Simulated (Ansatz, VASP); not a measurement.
**Two plane-wave programs on Bi**

INCAR

```
SYSTEM = Bi
  ALGO = Normal
  DIPOL = 0.5 0.5 0.500
  EDIFF = 1E-7
  ENCUT = 520
  GGA = PE
  IDIPOL = 3
  ISIF = 2
  ISMEAR = 0
  LASPH = .TRUE.
  LCHARG = .FALSE.
  LDIPOL = .TRUE.
  LREAL = .FALSE.
  LWAVE = .FALSE.
  NBANDS = 22
  NELM = 100
  PREC = Accurate
  SIGMA = 0.02
```

File KPOINTS:

```
k-points
0
G
  9 9 1
  0 0 0
```

POSCAR

```
Bi
1.0
    4.4190000000      0.0000000000      0.0000000000
   -2.2095000000      3.8269662593      0.0000000000
    0.0000000000      0.0000000000     28.0000000000
Bi
2
Direct
    0.3333333333      0.6666666667      0.5462142857
    0.6666666667      0.3333333333      0.4537857143
```

Input for Ansatz:

```yaml
crystal:
  lattice:
    - [4.419, 0.0, 0.0]
    - [-2.2095, 3.8269662593, 0.0]
    - [0.0, 0.0, 28.0]
  atoms:
    - { symbol: Bi, position: [0.3333333333, 0.6666666667, 0.5462142857] }
    - { symbol: Bi, position: [0.6666666667, 0.3333333333, 0.4537857143] }
  periodic: [true, true, false]
basis:
  ecutwfc: 420
kpoints:
  mp_grid: { grid: [9, 9, 1] }
hamiltonian:
  xc: pbe
scf:
  occupations: { method: gaussian, width: 0.02 }
output:
  forces: true
  stress: true
  eigenvalues: true
```

Alike in both runs: task single point; functional PBE; k mesh 9 × 9 × 1; occupations gaussian, width 0.02 eV; no spin polarisation.

```csv
,VASP,Ansatz
version,VASP 6.6.1,Ansatz 0.2.0
potentials or method,"VASP PAW PBE potentials, release 64 (Bi_d), cutoff 520 eV","scalar-relativistic, plane waves, PAW"
valence electrons in the cell,30,30
```

```csv
,VASP,Ansatz,Ansatz less VASP
gap on the k mesh at the Fermi level (eV),none,none,-
rms of the force components (eV/Å),1.301,1.302,+0.0014
```

Atom by atom the forces differ by 0.001 eV/Å (rms over components). A gap of «none» marks a metal or a gap that the smearing closes. With one functional, cell and mesh, what is left measures potentials, basis and numerics.

Neither program's run includes spin-orbit coupling.
